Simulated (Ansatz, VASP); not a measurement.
# BeS in VASP and in Ansatz

```
Be S
1.0
     0.00000    2.35427    2.51016
     2.51016    0.00000    2.51016
     2.51016    2.35427    0.00000
Be S
1 1
Direct
  0.00000 0.00000 0.00000
  0.75000 0.75000 0.75000
```

Alike in both runs: task single point; functional PBEsol; k mesh 10 × 10 × 10; occupations gaussian, width 0.05 eV; no spin polarisation.

```csv
,VASP,Ansatz
version,VASP 6.6.1,Ansatz 0.2.0
potentials or method,"VASP PAW PBE potentials, release 64 (Be, S), cutoff 520 eV","scalar-relativistic, plane waves, PAW"
valence electrons in the cell,8,8
```

VASP gave:

| Item | Value |
| --- | --- |
| gap on the k mesh at the Fermi level (eV) | 2.53 |
| least direct gap on the mesh (eV) | 5.17 |
| pressure (GPa) | -4.1 |
| traceless stress, the component that is largest in VASP (GPa) | 3.50 |

Question: Estimate Ansatz's values.

Answer: gap on the k mesh at the Fermi level (eV): 2.53; least direct gap on the mesh (eV): 5.17; pressure (GPa): -4.2; traceless stress, the component that is largest in VASP (GPa): 3.52.

VASP's potentials were made for PBE, not for PBEsol.
